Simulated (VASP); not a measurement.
# InPt3 (Pm-3m) in VASP: vibrations by perturbation theory with LDA

Aim: the vibrations by perturbation theory of InPt3 with LDA.

All numbers are computed with VASP 6.6.1; they aren't measurements. Logs are shortened: lines on timing, memory, paths and dates and some standing lists are left out, and cuts for length are marked.

## Step 1: The cell of the first run

The structure is cubic, space group Pm-3m (No. 221). The conventional cell has a = 3.966 Å, b = 3.966 Å, c = 3.966 Å, α = 90.00°, β = 90.00°, γ = 90.00°. In (site symmetry m-3m) has 12 Pt at 2.80 Å within 3.7 Å. Within 3.7 Å of Pt (site symmetry 4/mmm) lie 4 In at 2.80 Å and 8 Pt at 2.80 Å.

## Step 2: Vibrations by perturbation theory, LDA

The input, INCAR:

```
PREC = Accurate
ENCUT = 520
EDIFF = 1E-8
ISMEAR = -1
SIGMA = 0.15
LREAL = False
LASPH = True
NELM = 80
ALGO = Normal
ISIF = 2
LWAVE = False
LCHARG = False
GGA = CA
NBANDS = 30
IBRION = 8
NSW = 1
```

The input, KPOINTS:

```
regular mesh
0
Gamma
  10 10 10
```

The input, POSCAR:

```
InPt3
1.0
    3.9663730298      0.0000000000      0.0000000000
    0.0000000000      3.9663730298      0.0000000000
    0.0000000000      0.0000000000      3.9663730298
In Pt
1 3
Direct
    0.0000000000      0.0000000000      0.0000000000
    0.5000000000      0.5000000000      0.0000000000
    0.0000000000      0.5000000000      0.5000000000
    0.5000000000      0.0000000000      0.5000000000
```

Potentials or basis: VASP PAW LDA potentials, release 64 (In_d, Pt).

Launch:

```
cat potpaw_LDA.64/In_d/POTCAR potpaw_LDA.64/Pt/POTCAR > POTCAR
mpirun -np 1 vasp_std > vasp.out
```

OUTCAR:

```text
PREC = Accurate
   ENCUT = 520
   EDIFF = 1E-8
   ISMEAR = -1
   LREAL = False
   LASPH = True
   NELM = 80
   ISIF = 2
   GGA = CA
   IBRION = 8
   NSW = 1

 ion  position               nearest neighbor table
   1  0.000  0.000  0.000-   2 2.80   3 2.80   4 2.80   3 2.80   4 2.80   2 2.80   3 2.80   3 2.80
                             2 2.80   4 2.80   4 2.80   2 2.80
   2  0.500  0.500  0.000-   1 2.80   3 2.80   4 2.80   3 2.80   4 2.80   1 2.80   4 2.80   4 2.80
                             1 2.80   3 2.80   3 2.80   1 2.80
   3  0.000  0.500  0.500-   1 2.80   2 2.80   4 2.80   1 2.80   2 2.80   1 2.80   4 2.80   1 2.80
                             2 2.80   4 2.80   2 2.80   4 2.80
   4  0.500  0.000  0.500-   1 2.80   2 2.80   3 2.80   1 2.80   2 2.80   2 2.80   3 2.80   2 2.80
                             1 2.80   3 2.80   1 2.80   3 2.80

  LATTYP: Found a simple cubic cell.
 ALAT       =     3.9663730298

  Lattice vectors:

 A1 = (   3.9663730298,   0.0000000000,   0.0000000000)
 A2 = (   0.0000000000,   3.9663730298,   0.0000000000)
 A3 = (   0.0000000000,   0.0000000000,   3.9663730298)

Analysis of symmetry for initial positions (statically):
=====================================================================
 Subroutine PRICEL returns:
 Original cell was already a primitive cell.

 Routine SETGRP: Setting up the symmetry group for a
 simple cubic supercell.

 Subroutine GETGRP returns: Found 48 space group operations
 (whereof 48 operations were pure point group operations)
 out of a pool of 48 trial point group operations.

The static configuration has the point symmetry O_h .

Analysis of symmetry for dynamics (positions and initial velocities):
=====================================================================
 Subroutine PRICEL returns:
 Original cell was already a primitive cell.

 Routine SETGRP: Setting up the symmetry group for a
 simple cubic supercell.

 Subroutine GETGRP returns: Found 48 space group operations
 (whereof 48 operations were pure point group operations)
 out of a pool of 48 trial point group operations.

The dynamic configuration has the point symmetry O_h .

 Subroutine INISYM returns: Found 48 space group operations
 (whereof 48 operations are pure point group operations),
 and found     1 'primitive' translations

----------------------------------------------------------------------------------------

                                     Primitive cell

  volume of cell :      62.3994

  direct lattice vectors                    reciprocal lattice vectors
     3.966373030  0.000000000  0.000000000     0.252119504  0.000000000  0.000000000
     0.000000000  3.966373030  0.000000000     0.000000000  0.252119504  0.000000000
     0.000000000  0.000000000  3.966373030     0.000000000  0.000000000  0.252119504

  length of vectors
     3.966373030  3.966373030  3.966373030     0.252119504  0.252119504  0.252119504

  position of ions in fractional coordinates (direct lattice)
     0.000000000  0.000000000  0.000000000
     0.500000000  0.500000000  0.000000000
     0.000000000  0.500000000  0.500000000
     0.500000000  0.000000000  0.500000000

  ion indices of the primitive-cell ions
   primitive index   ion index
                 1           1
                 2           2
                 3           3
                 4           4

----------------------------------------------------------------------------------------

 KPOINTS: regular mesh

Automatic generation of k-mesh.
 Grid dimensions read from file:
 generate k-points for:   10   10   10

 Generating k-lattice:

  Cartesian coordinates                     Fractional coordinates (reciprocal lattice)
     0.025211950  0.000000000  0.000000000     0.100000000  0.000000000  0.000000000
     0.000000000  0.025211950  0.000000000     0.000000000  0.100000000  0.000000000
     0.000000000  0.000000000  0.025211950     0.000000000  0.000000000  0.100000000

  Length of vectors
     0.025211950  0.025211950  0.025211950
[... 72 lines left out ...]
   IMIX   =      4    mixing-type and parameters
     AMIX     =   0.40;   BMIX     =  1.00
     AMIX_MAG =   1.60;   BMIX_MAG =  1.00
  volume/ion in A,a.u.               =      15.60       105.27
  Fermi-wavevector in a.u.,A,eV,Ry     =   1.446008  2.732559 28.448962  2.090940
  Thomas-Fermi vector in A             =   2.564125
   LORBIT       =      0    0 simple, 1 ext, 2 COOP (PROOUT), +10 PAW based schemes
   GGA     = CA    functional components
   LHFCALC =     F    Hartree Fock is set to
   AEXX    =    0.0000 exact exchange contribution
   IVDW    =     0    specifies the selected vdW correction
   LEPSILON=     F    determine dielectric tensor
   LRPA    =     F    only Hartree local field effects (RPA)
 non-spin polarized calculation
  energy-cutoff  :      520.00
  volume of cell :       62.40
 maximum number of plane-waves:      1743
 NGX is ok and might be reduce to    30
   NGX = 15   NGY = 15   NGZ = 15

--------------------------------------- Ionic step        1  -------------------------------------------

 number of electron      43.0000024 magnetization

 Free energy of the ion-electron system (eV)
  ---------------------------------------------------
  ext. energy  EPLUGINS =         0.00000000
  ---------------------------------------------------
  free energy    TOTEN  =       -27.37038218 eV

  energy without entropy =      -27.18157743  energy(sigma->0) =      -27.27597980

 E-fermi :  11.3325     XC(G=0): -13.4139

 val. band max:       11.3294871503   @ k =   0.2000   0.1000   0.1000
 cond. band min:      11.3348632697   @ k =   0.4000   0.3000   0.3000
 fundamental gap:      0.0053761193
 Fermi energy:        11.3324657692

 k-point     1 :       0.0000    0.0000    0.0000
  band No.  band energies     occupation
      1      -3.0491      2.00000
      2      -3.0491      2.00000
      3      -2.9812      2.00000
      4      -2.9812      2.00000
      5      -2.9812      2.00000
      6       0.5204      2.00000
[... 781 lines left out ...]
     29      21.3055      0.00000
     30      21.9905      0.00000

 [... further k-points ...]

------------------------ aborting loop because EDIFF is reached ----------------------------------------

  FORCE on cell =-STRESS in cart. coord.  units (eV):
  Direction    XX          YY          ZZ          XY          YZ          ZX
  --------------------------------------------------------------------------------------
  -------------------------------------------------------------------------------------
  Total        0.3097169      0.3097169      0.3097169      0.0000000      0.0000000      0.0000000
  in kB        7.9523378      7.9523378      7.9523378      0.0000000      0.0000000      0.0000000
  external PRESSURE =       7.9523378 kB  Pullay stress =       0.0000000 kB

 VOLUME and BASIS-vectors are now :
 -----------------------------------------------------------------------------
  energy-cutoff  :      520.00
  volume of cell :       62.40
      direct lattice vectors                 reciprocal lattice vectors
     3.966373030  0.000000000  0.000000000     0.252119504  0.000000000  0.000000000
     0.000000000  3.966373030  0.000000000     0.000000000  0.252119504  0.000000000
     0.000000000  0.000000000  3.966373030     0.000000000  0.000000000  0.252119504

 POSITION                                       TOTAL-FORCE (eV/Angst)
 -----------------------------------------------------------------------------------
      0.00000      0.00000      0.00000         0.000000      0.000000      0.000000
      1.98319      1.98319      0.00000         0.000000      0.000000      0.000000
      0.00000      1.98319      1.98319         0.000000      0.000000      0.000000
      1.98319      0.00000      1.98319         0.000000      0.000000      0.000000
 -----------------------------------------------------------------------------------
    total drift:                                0.000000      0.000000     -0.000000

  FREE ENERGIE OF THE ION-ELECTRON SYSTEM (eV)
  ---------------------------------------------------
  free  energy   TOTEN  =       -27.3703821758 eV

  energy  without entropy=      -27.1815774271  energy(sigma->0) =      -27.27597980

[... ionic steps 2 to 3 ...]

--------------------------------------- Ionic step        4  -------------------------------------------

------------------------ aborting loop because EDIFF is reached ----------------------------------------
[... 7 lines left out ...]
[... ionic steps 8 to 8 ...]

--------------------------------------- Ionic step        9  -------------------------------------------

 Free energy of the ion-electron system (eV)
  ---------------------------------------------------
  ---------------------------------------------------
  free energy    TOTEN  =        -0.25544371 eV

  energy without entropy =       -0.25544372

------------------------ aborting loop because EDIFF is reached ----------------------------------------

 INTERNAL STRAIN TENSOR  FOR ION    2  DIRECTION 3   (eV/Angst):
 -----------------------------------------------------------------------------
     0.02060  0.00000 -0.00000
     0.00000  0.02060  0.00000
    -0.00000  0.00000 -0.03001

 INTERNAL STRAIN TENSOR FOR ION    4 for displacements in x,y,z  (eV/Angst):
          X           Y           Z          XY          YZ          ZX
  --------------------------------------------------------------------------------
  x     0.00000     0.00000     0.00000     0.00000     0.00000     0.00000
  y     0.00000     0.00000     0.00000     0.00000     0.00000     0.00000
  z     0.00000     0.00000     0.00000     0.00000     0.00000     0.00000

 SECOND DERIVATIVES (NOT SYMMETRIZED)
 ------------------------------------
               1X          1Y          1Z          2X          2Y          2Z          3X          3Y          3Z          4X          4Y          4Z
  1X    -8.547905    0.000000   -0.000000    5.149701    0.000000    0.000000   -1.751496   -0.000000    0.000000    5.149701    0.000000   -0.000000
  1Y     0.000000   -8.547905   -0.000000    0.000000    5.149701    0.000000    0.000000    5.149701   -0.000000   -0.000000   -1.751496    0.000000
  1Z     0.000000   -0.000000   -8.547905    0.000000   -0.000000   -1.751496    0.000000   -0.000000    5.149701    0.000000    0.000000    5.149701
  2X     5.137697    0.000000    0.000000   -9.746012    0.000000    0.000000    6.288011    0.000000    0.000000   -1.679696    0.000000    0.000000
  2Y     0.000000    5.137697    0.000000    0.000000   -9.746012    0.000000    0.000000   -1.679696    0.000000    0.000000    6.288011    0.000000
  2Z    -0.000000    0.000000   -1.760740    0.000000    0.000000  -10.814318   -0.000000   -0.000000    6.287529   -0.000000   -0.000000    6.287529
  3X    -1.760740    0.000000   -0.000000    6.287529    0.000000   -0.000000  -10.814318    0.000000   -0.000000    6.287529    0.000000    0.000000
  3Y     0.000000    5.137697    0.000000    0.000000   -1.679696    0.000000    0.000000   -9.746012    0.000000    0.000000    6.288011    0.000000
  3Z     0.000000    0.000000    5.137697    0.000000    0.000000    6.288011    0.000000    0.000000   -9.746012    0.000000    0.000000   -1.679696
  4X     5.137697    0.000000    0.000000   -1.679696    0.000000    0.000000    6.288011    0.000000    0.000000   -9.746012    0.000000    0.000000
  4Y     0.000000   -1.760740   -0.000000   -0.000000    6.287529   -0.000000    0.000000    6.287529    0.000000    0.000000  -10.814318   -0.000000
  4Z     0.000000    0.000000    5.137697    0.000000    0.000000    6.288011    0.000000    0.000000   -1.679696    0.000000    0.000000   -9.746012

 Eigenvectors and eigenvalues of the dynamical matrix
 ----------------------------------------------------

   1 f  =    5.759452 THz    36.187707 2PiTHz  192.114654 cm-1    23.819171 meV
             X         Y         Z           dx          dy          dz
      0.000000  0.000000  0.000000    -0.069397   -0.600545   -0.000000
      1.983187  1.983187  0.000000     0.052887    0.457678   -0.000000
      0.000000  1.983187  1.983187    -0.052604    0.457678    0.000000
      1.983187  0.000000  1.983187     0.052887   -0.455227    0.000000
[... 71 lines left out ...]
  12 f/i=    0.003704 THz     0.023270 2PiTHz    0.123539 cm-1     0.015317 meV
             X         Y         Z           dx          dy          dz
      0.000000  0.000000  0.000000    -0.084935    0.162375    0.360252
      1.983187  1.983187  0.000000    -0.110944    0.212098    0.470951
      0.000000  1.983187  1.983187    -0.111034    0.212098    0.470568
      1.983187  0.000000  1.983187    -0.110944    0.212271    0.470568

--------------------------------------------------------------------------------------------------------

 ELASTIC MODULI CONTR FROM IONIC RELAXATION (kBar)
 Direction    XX          YY          ZZ          XY          YZ          ZX
 --------------------------------------------------------------------------------
 XX           0.0000      0.0000      0.0000      0.0000      0.0000      0.0000
 YY           0.0000      0.0000      0.0000      0.0000      0.0000      0.0000
 ZZ           0.0000      0.0000      0.0000      0.0000      0.0000      0.0000
 XY           0.0000      0.0000      0.0000      0.0000      0.0000      0.0000
 YZ           0.0000      0.0000      0.0000      0.0000      0.0000      0.0000
 ZX           0.0000      0.0000      0.0000      0.0000      0.0000      0.0000
 --------------------------------------------------------------------------------
```

Run time: 11 min. Hardware: 1 thread of Intel Xeon 6975P-C (Granite Rapids), shared host; peak memory 0.8 GiB.

Results:

| Property | Result |
| --- | --- |
| Highest phonon frequency at Γ | 192 cm⁻¹ |

Phonon frequencies in cm⁻¹ (negative: imaginary):
```csv
q point,frequencies
"(0.000, 0.000, 0.000)",0 0 0 106 106 106 120 120 120 192 192 192
```

Caveat: spin-orbit coupling is left out, which moves the levels of the heavy elements.
